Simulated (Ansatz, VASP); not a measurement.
**Two plane-wave programs on Ga**

```xyz
1
Lattice="-1.4428 1.4428 2.2666 1.4428 -1.4428 2.2666 1.4428 1.4428 -2.2666" Properties=species:S:1:pos:R:3 pbc="T T T"
Ga    0.0000    0.0000    0.0000
```

Alike in both runs: functional PBE; k mesh 18 × 18 × 18; occupations gaussian, width 0.1 eV; no spin polarisation.

Ansatz relaxed the structure, and its values are those at the end. VASP's run is a single point on that final structure, the one shown.

|  | VASP | Ansatz |
| --- | --- | --- |
| version | VASP 6.6.1 | Ansatz 0.2.0 |
| potentials or method | VASP PAW PBE potentials, release 64 (Ga_d), cutoff 520 eV | scalar-relativistic, plane waves, PAW |
| valence electrons in the cell | 13 | 13 |

Ansatz gave:

| Quantity | Value |
| --- | --- |
| gap on the k mesh at the Fermi level (eV) | none |
| pressure (GPa) | 0.0 |

**Question.** Which values does VASP return?

**Answer.** gap on the k mesh at the Fermi level (eV): none; pressure (GPa): 0.1.

A gap of «none» marks a metal or a gap that the smearing closes.
